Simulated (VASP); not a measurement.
# Ba: single point with LDA

Crystal: Ba.

```
Ba
1.0
     0.00000    3.23267    3.23267
     3.23267    0.00000    3.23267
     3.23267    3.23267    0.00000
Ba
1
Direct
  0.00000 0.00000 0.00000
```

```yaml
Program: VASP 6.6.1
Task: single point
Functional: LDA
Potentials_or_basis: VASP PAW LDA potentials, release 64 (Ba_sv)
Cutoff: 520 eV
k_mesh: 7 × 7 × 7
Occupations: methfessel-paxton, width 0.05 eV
Spin: no spin polarisation
Dipole_correction: no
Further_INCAR_settings: ALGO = Normal; EDIFF = 1e-06; NBANDS = 11
```

```yaml
Pressure: -1.5 GPa
Band_gap_on_the_k_mesh: zero (band 5 reaches 1.24 eV, above the bottom of band 6 at 1.16 eV)
```

Levels at points of the mesh, in eV from the Fermi level:
```csv
k point,band 3,band 4,band 5,band 6,band 7,band 8
"(0.00, 0.00, 0.00)",-13.95,-13.95,-2.74,1.65,1.65,1.65
```

It took 5.4 s on 1 thread of Intel(R) Xeon(R) 6975P-C (Granite Rapids) (shared host), peak memory 0.17 GiB.

Caveat: spin-orbit coupling is left out, which moves the levels of the heavy elements.
